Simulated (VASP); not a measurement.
# Al4FeCo3 (P4/mmm) in VASP: further runs

Al4FeCo3 is run at these levels: PBE; tasks: single point, relaxation of shape and atoms at fixed volume.

Everything below comes from runs of VASP 6.6.1. Logs are shortened: lines on timing, memory, paths and dates and some standing lists are left out, and cuts for length are marked.

### 1 The cell of the first run

The structure is tetragonal, space group P4/mmm (No. 123). The conventional cell has a = 3.954 Å, b = 3.954 Å, c = 5.594 Å, α = 90.00°, β = 90.00°, γ = 90.00°. Within 3.2 Å of Al (site symmetry 2mm) lie 2 Fe at 2.41 Å and 6 Co at 2.41 to 2.43 Å and 6 Al at 2.77 to 2.83 Å. Fe (site symmetry 4/mmm) has 8 Al at 2.41 Å and 6 Co at 2.80 Å within 3.2 Å. Co (site symmetry 4/mmm) has 8 Al at 2.43 Å and 4 Co at 2.80 Å and 2 Fe at 2.80 Å within 3.2 Å. Within 3.2 Å of Co (site symmetry 4/mmm) lie 8 Al at 2.43 Å and 6 Co at 2.80 Å. Co (site symmetry 4/mmm) has 8 Al at 2.41 Å and 4 Fe at 2.80 Å and 2 Co at 2.80 Å within 3.2 Å.

### 2 Single point, PBE (volume scaled by 0.94, then relaxed in part)

INCAR

```
SYSTEM = Al4FeCo3
PREC     = Accurate       ! precision mode
ENCUT    = 520            ! plane-wave cutoff, eV
EDIFF    = 1E-6           ! SCF threshold, eV
ISMEAR   = 0              ! smearing method
SIGMA    = 0.1            ! smearing width, eV
LREAL    = .False.        ! projectors in reciprocal space
LASPH    = .True.         ! aspherical terms in the spheres
NELM     = 80             ! most SCF steps
ALGO     = Fast           ! electronic algorithm
ISIF     = 2              ! what is computed and relaxed
LWAVE    = .False.        ! write WAVECAR
LCHARG   = .False.        ! write CHGCAR
GGA      = PE             ! functional
NBANDS   = 34             ! bands
```

KPOINTS

```
regular mesh
0
Gamma
  10 10 8
  0 0 0
```

POSCAR

```
Al4FeCo3
1.0
    3.9539214425      0.0000000000      0.0000000000
    0.0000000000      3.9539214425      0.0000000000
    0.0000000000      0.0000000000      5.5942015248
Al Fe Co
4 1 3
Direct
    0.0000000000      0.5000000000      0.7474159994
    0.0000000000      0.5000000000      0.2525840006
    0.5000000000      0.0000000000      0.7474159994
    0.5000000000      0.0000000000      0.2525840006
    0.0000000000      0.0000000000      0.5000000000
    0.0000000000      0.0000000000      0.0000000000
    0.5000000000      0.5000000000      0.0000000000
    0.5000000000      0.5000000000      0.5000000000
```

Potentials or basis: VASP PAW PBE potentials, release 64 (Al, Fe, Co).

Launch:

```console
> cat potpaw_PBE.64/Al/POTCAR potpaw_PBE.64/Fe/POTCAR potpaw_PBE.64/Co/POTCAR > POTCAR
> mpirun -np 1 vasp_std > vasp.out
```

OUTCAR:

```text
SYSTEM = Al4FeCo3
   PREC = Accurate
   ENCUT = 520
   EDIFF = 1E-6
   ISMEAR = 0
   LREAL = .False.
   LASPH = .True.
   NELM = 80
   ISIF = 2
   GGA = PE

 ion  position               nearest neighbor table
   1  0.000  0.500  0.747-   5 2.41   8 2.41   5 2.41   8 2.41   7 2.43   6 2.43   7 2.43   6 2.43
                             2 2.77   3 2.80   3 2.80   3 2.80   3 2.80   2 2.83
   2  0.000  0.500  0.253-   5 2.41   8 2.41   5 2.41   8 2.41   7 2.43   6 2.43   7 2.43   6 2.43
                             1 2.77   4 2.80   4 2.80   4 2.80   4 2.80   1 2.83
   3  0.500  0.000  0.747-   5 2.41   8 2.41   8 2.41   5 2.41   7 2.43   7 2.43   6 2.43   6 2.43
                             4 2.77   1 2.80   1 2.80   1 2.80   1 2.80   4 2.83
   4  0.500  0.000  0.253-   5 2.41   8 2.41   8 2.41   5 2.41   7 2.43   7 2.43   6 2.43   6 2.43
                             3 2.77   2 2.80   2 2.80   2 2.80   2 2.80   3 2.83
   5  0.000  0.000  0.500-   1 2.41   2 2.41   3 2.41   4 2.41   1 2.41   2 2.41   3 2.41   4 2.41
                             8 2.80   8 2.80   8 2.80   8 2.80   6 2.80   6 2.80
   6  0.000  0.000  0.000-   1 2.43   2 2.43   3 2.43   4 2.43   1 2.43   2 2.43   3 2.43   4 2.43
                             7 2.80   7 2.80   7 2.80   7 2.80   5 2.80   5 2.80
   7  0.500  0.500  0.000-   1 2.43   2 2.43   3 2.43   4 2.43   3 2.43   4 2.43   1 2.43   2 2.43
                             6 2.80   6 2.80   6 2.80   6 2.80   8 2.80   8 2.80
   8  0.500  0.500  0.500-   1 2.41   2 2.41   3 2.41   4 2.41   3 2.41   4 2.41   1 2.41   2 2.41
                             5 2.80   5 2.80   5 2.80   5 2.80   7 2.80   7 2.80

  LATTYP: Found a simple tetragonal cell.
 ALAT       =     3.9539214425
 C/A-ratio  =     1.4148489307

  Lattice vectors:

 A1 = (   3.9539214425,   0.0000000000,   0.0000000000)
 A2 = (   0.0000000000,   3.9539214425,   0.0000000000)
 A3 = (   0.0000000000,   0.0000000000,   5.5942015248)

Analysis of symmetry for initial positions (statically):
=====================================================================
 Subroutine PRICEL returns:
 Original cell was already a primitive cell.

 Routine SETGRP: Setting up the symmetry group for a
 simple tetragonal supercell.

 Subroutine GETGRP returns: Found 16 space group operations
 (whereof 16 operations were pure point group operations)
 out of a pool of 16 trial point group operations.

The static configuration has the point symmetry D_4h.

Analysis of symmetry for dynamics (positions and initial velocities):
=====================================================================
 Subroutine PRICEL returns:
 Original cell was already a primitive cell.

 Routine SETGRP: Setting up the symmetry group for a
 simple tetragonal supercell.

 Subroutine GETGRP returns: Found 16 space group operations
 (whereof 16 operations were pure point group operations)
 out of a pool of 16 trial point group operations.

The dynamic configuration has the point symmetry D_4h.

 Subroutine INISYM returns: Found 16 space group operations
 (whereof 16 operations are pure point group operations),
 and found     1 'primitive' translations

----------------------------------------------------------------------------------------

                                     Primitive cell

  volume of cell :      87.4569

  direct lattice vectors                    reciprocal lattice vectors
     3.953921442  0.000000000  0.000000000     0.252913472  0.000000000  0.000000000
     0.000000000  3.953921442  0.000000000     0.000000000  0.252913472  0.000000000
     0.000000000  0.000000000  5.594201525     0.000000000  0.000000000  0.178756521

  length of vectors
     3.953921442  3.953921442  5.594201525     0.252913472  0.252913472  0.178756521

  position of ions in fractional coordinates (direct lattice)
     0.000000000  0.500000000  0.747415999
     0.000000000  0.500000000  0.252584001
     0.500000000  0.000000000  0.747415999
     0.500000000  0.000000000  0.252584001
     0.000000000  0.000000000  0.500000000
     0.000000000  0.000000000  0.000000000
     0.500000000  0.500000000  0.000000000
     0.500000000  0.500000000  0.500000000

  ion indices of the primitive-cell ions
   primitive index   ion index
                 1           1
                 2           2
                 3           3
                 4           4
                 5           5
                 6           6
                 7           7
                 8           8

----------------------------------------------------------------------------------------

 KPOINTS: regular mesh

Automatic generation of k-mesh.
 Grid dimensions read from file:
 generate k-points for:   10   10    8

 Generating k-lattice:

  Cartesian coordinates                     Fractional coordinates (reciprocal lattice)
     0.025291347  0.000000000  0.000000000     0.100000000  0.000000000  0.000000000
     0.000000000  0.025291347  0.000000000     0.000000000  0.100000000  0.000000000
     0.000000000  0.000000000  0.022344565     0.000000000  0.000000000  0.125000000

  Length of vectors
     0.025291347  0.025291347  0.022344565

  Shift w.r.t. Gamma in fractional coordinates (k-lattice)
     0.000000000  0.000000000  0.000000000

 Subroutine IBZKPT returns following result:
 ===========================================

 Found    105 irreducible k-points:

 Following reciprocal coordinates:
            Coordinates               Weight
  0.000000  0.000000  0.000000      1.000000
  0.100000  0.000000  0.000000      4.000000
  0.200000  0.000000  0.000000      4.000000
  0.300000  0.000000  0.000000      4.000000
  0.400000  0.000000  0.000000      4.000000
  0.500000  0.000000  0.000000      2.000000
[... 16 lines left out ...]
  0.100000  0.000000  0.125000      8.000000
  0.200000  0.000000  0.125000      8.000000
 [... further k-points ...]
   k-points           NKPTS =    105   k-points in BZ     NKDIM =    105   number of bands    NBANDS=     34
   number of dos      NEDOS =    301   number of ions     NIONS =      8
   total plane-waves  NPLWV =  37800
   dimension x,y,z NGX =    30 NGY =   30 NGZ =   42
   dimension x,y,z NGXF=    60 NGYF=   60 NGZF=   84
   ions per type =               4   1   3
   NGX,Y,Z   is equivalent  to a cutoff of  12.61, 12.61, 12.48 a.u.
   NGXF,Y,Z  is equivalent  to a cutoff of  25.23, 25.23, 24.96 a.u.
 SYSTEM =  Al4FeCo3
   PREC   = accura    normal or accurate (medium, high low for compatibility)
   ISTART =      0    job   : 0-new  1-cont  2-samecut
   ICHARG =      2    charge: 1-file 2-atom 10-const
   ISPIN  =      1    spin polarized calculation?
   LNONCOLLINEAR =      F non collinear calculations
   LSORBIT =      F    spin-orbit coupling
   LASPH  =      T    aspherical Exc in radial PAW
   ENCUT  =  520.0 eV  38.22 Ry    6.18 a.u.   7.35  7.35 10.40*2*pi/ulx,y,z
   NELM   =     80;   NELMIN=  2; NELMDL= -5     # of ELM steps
   EDIFF  = 0.1E-05   stopping-criterion for ELM
   LREAL  =      F    real-space projection
   EDIFFG = 0.1E-04   stopping-criterion for IOM
   NSW    =      0    number of steps for IOM
   IBRION =     -1    ionic relax: 0-MD 1-quasi-New 2-CG
   NFREE  =      0    steps in history (QN), initial steepest desc. (CG)
   ISIF   =      2    stress and relaxation
   ISYM   =      2    0-nonsym 1-usesym 2-fastsym
   POTIM  = 0.5000    time-step for ionic-motion
   TEBEG  =    0.0;   TEEND  =   0.0 temperature during run
   PSTRESS=    0.0 pullay stress
   NELECT =      47.0000    total number of electrons
   NUPDOWN=      -1.0000    fix difference up-down
   EMIN   =  10.00;   EMAX   =-10.00  energy-range for DOS
   EFERMI =   0.00;   METHOD = LEGACY
   ISMEAR =     0;   SIGMA  =   0.10  broadening in eV -4-tet -1-fermi 0-gaus
   EFERMI_NEDOS =   21; number of points for ismear=-14 and -15
   IALGO  =     68    algorithm
   IMIX   =      4    mixing-type and parameters
     AMIX     =   0.40;   BMIX     =  1.00
     AMIX_MAG =   1.60;   BMIX_MAG =  1.00
  volume/ion in A,a.u.               =      10.93        73.77
  Fermi-wavevector in a.u.,A,eV,Ry     =   1.330994  2.515214 24.103329  1.771545
  Thomas-Fermi vector in A             =   2.460039
   LORBIT       =      0    0 simple, 1 ext, 2 COOP (PROOUT), +10 PAW based schemes
   GGA     = PE    functional components
   LHFCALC =     F    Hartree Fock is set to
   AEXX    =    0.0000 exact exchange contribution
   IVDW    =     0    specifies the selected vdW correction
   LEPSILON=     F    determine dielectric tensor
   LRPA    =     F    only Hartree local field effects (RPA)
 non-spin polarized calculation
 RMM-DIIS sequential band-by-band and
 Gauss-broadening in eV      SIGMA  =   0.10
  energy-cutoff  :      520.00
  volume of cell :       87.46
 maximum number of plane-waves:      2405
 NGX is ok and might be reduce to    30
   NGX = 15   NGY = 15   NGZ = 21

 number of electron      46.9999993 magnetization

 Free energy of the ion-electron system (eV)
  ---------------------------------------------------
  ext. energy  EPLUGINS =         0.00000000
  ---------------------------------------------------
  free energy    TOTEN  =       -48.54001619 eV

  energy without entropy =      -48.52726740  energy(sigma->0) =      -48.53364179

 E-fermi :  10.4865     XC(G=0): -12.5436

 val. band max:       10.4830404018   @ k =   0.5000   0.0000   0.0000
 cond. band min:      10.4952860126   @ k =   0.1000   0.0000   0.2500
 fundamental gap:      0.0122456108
 Fermi energy:        10.4865314621

 k-point     1 :       0.0000    0.0000    0.0000
  band No.  band energies     occupation
      1      -0.5747      2.00000
      2       3.9000      2.00000
      3       3.9750      2.00000
      4       5.3376      2.00000
      5       6.6551      2.00000
      6       6.6551      2.00000
[... 26 lines left out ...]
     33      17.0991      0.00000
     34      17.1658      0.00000

 k-point     2 :       0.1000    0.0000    0.0000
  band No.  band energies     occupation
      1      -0.4756      2.00000
      2       3.9535      2.00000
      3       4.0739      2.00000
      4       5.2140      2.00000
      5       6.5664      2.00000
      6       6.6966      2.00000
[... 26 lines left out ...]
     33      16.8244      0.00000
     34      17.2842      0.00000

 k-point     3 :       0.2000    0.0000    0.0000
  band No.  band energies     occupation
      1      -0.1805      2.00000
      2       4.1115      2.00000
      3       4.3653      2.00000
      4       4.6767      2.00000
      5       6.3186      2.00000
      6       6.7727      2.00000
[... 26 lines left out ...]
     33      16.1779      0.00000
     34      16.7374      0.00000

 k-point     4 :       0.3000    0.0000    0.0000
  band No.  band energies     occupation
      1       0.3043      2.00000
      2       3.7525      2.00000
      3       4.3663      2.00000
      4       4.8366      2.00000
      5       5.9569      2.00000
      6       6.8238      2.00000
[... 26 lines left out ...]
     33      16.8331      0.00000
     34      17.3809      0.00000

 k-point     5 :       0.4000    0.0000    0.0000
  band No.  band energies     occupation
      1       0.9672      2.00000
      2       2.7404      2.00000
      3       4.7041      2.00000
      4       5.4473      2.00000
      5       5.5356      2.00000
      6       6.6402      2.00000
[... 621 lines left out ...]
 k-point    22 :       0.0000    0.0000    0.1250
  band No.  band energies     occupation
      1      -0.4974      2.00000
      2       2.9718      2.00000
      3       4.9350      2.00000
      4       5.3795      2.00000
      5       6.5977      2.00000
      6       6.6862      2.00000
[... 26 lines left out ...]
     33      17.2490      0.00000
     34      17.2762      0.00000

 k-point    23 :       0.1000    0.0000    0.1250
  band No.  band energies     occupation
      1      -0.3986      2.00000
      2       3.0533      2.00000
      3       5.0041      2.00000
      4       5.2559      2.00000
      5       6.4885      2.00000
      6       6.7352      2.00000
[... 26 lines left out ...]
     33      16.7099      0.00000
     34      16.9978      0.00000

 k-point    24 :       0.2000    0.0000    0.1250
  band No.  band energies     occupation
      1      -0.1043      2.00000
      2       3.2922      2.00000
      3       4.7229      2.00000
      4       5.2107      2.00000
      5       6.2049      2.00000
      6       6.8374      2.00000
[... 26 lines left out ...]
     33      16.1377      0.00000
     34      17.1001      0.00000

 [... further k-points ...]
[... 5 lines left out ...]
  --------------------------------------------------------------------------------------
  -------------------------------------------------------------------------------------
  Total        6.8633674      6.8633674      6.8635347      0.0000000      0.0000000      0.0000000
  in kB      125.7342656    125.7342656    125.7373301      0.0000000      0.0000000      0.0000000
  external PRESSURE =     125.7352871 kB  Pullay stress =       0.0000000 kB

 VOLUME and BASIS-vectors are now :
 -----------------------------------------------------------------------------
  energy-cutoff  :      520.00
  volume of cell :       87.46
      direct lattice vectors                 reciprocal lattice vectors
     3.953921442  0.000000000  0.000000000     0.252913472  0.000000000  0.000000000
     0.000000000  3.953921442  0.000000000     0.000000000  0.252913472  0.000000000
     0.000000000  0.000000000  5.594201525     0.000000000  0.000000000  0.178756521

 POSITION                                       TOTAL-FORCE (eV/Angst)
 -----------------------------------------------------------------------------------
      0.00000      1.97696      4.18120         0.000000      0.000000      0.012830
      0.00000      1.97696      1.41301         0.000000     -0.000000     -0.012830
      1.97696      0.00000      4.18120        -0.000000      0.000000      0.012830
      1.97696      0.00000      1.41301         0.000000      0.000000     -0.012830
      0.00000      0.00000      2.79710         0.000000      0.000000      0.000000
      0.00000      0.00000      0.00000         0.000000      0.000000      0.000000
      1.97696      1.97696      0.00000         0.000000      0.000000      0.000000
      1.97696      1.97696      2.79710         0.000000      0.000000      0.000000
 -----------------------------------------------------------------------------------
    total drift:                                0.000000      0.000000      0.000000

  FREE ENERGIE OF THE ION-ELECTRON SYSTEM (eV)
  ---------------------------------------------------
  free  energy   TOTEN  =       -48.5400161873 eV

  energy  without entropy=      -48.5272673985  energy(sigma->0) =      -48.53364179
```

Run time: 7.3 min. Hardware: 1 thread of AMD EPYC 7R13 (Zen 3), shared host; peak memory 0.37 GiB.

Results:

```
Free energy   : -48.5400 eV
Pressure      : 12.6 GPa
Largest force : 0.013 eV/Å
```

Forces on the atoms (eV/Å):
```
Al   0.000  0.000  0.013
Al   0.000  0.000 -0.013
Al   0.000  0.000  0.013
Al   0.000  0.000 -0.013
Fe   0.000  0.000  0.000
Co   0.000  0.000  0.000
Co   0.000  0.000  0.000
Co   0.000  0.000  0.000
```

Levels at points of the mesh, in eV from the Fermi level:
| k point | band 21 | band 22 | band 23 | band 24 | band 25 | band 26 | band 27 | band 28 |
| --- | --- | --- | --- | --- | --- | --- | --- | --- |
| (0.00, 0.00, 0.00) | -0.11 | 0.05 | 0.23 | 0.61 | 0.86 | 2.83 | 2.83 | 2.83 |
| (0.50, 0.00, 0.00) | -0.86 | -0.57 | -0.32 | 0.00 | 0.60 | 1.07 | 2.20 | 2.41 |
| (0.50, 0.50, 0.00) | -1.16 | -0.77 | -0.20 | -0.20 | 0.10 | 0.29 | 0.83 | 0.90 |
| (0.00, 0.00, 0.50) | 0.05 | 0.57 | 0.57 | 0.61 | 0.74 | 0.74 | 2.03 | 2.27 |
| (0.50, 0.00, 0.50) | -1.09 | -1.06 | -1.05 | -0.80 | 3.47 | 3.51 | 3.52 | 3.57 |
| (0.50, 0.50, 0.50) | -0.94 | -0.79 | -0.50 | -0.49 | 0.42 | 0.44 | 0.87 | 1.08 |

(Part 1 of 2 ends here.)
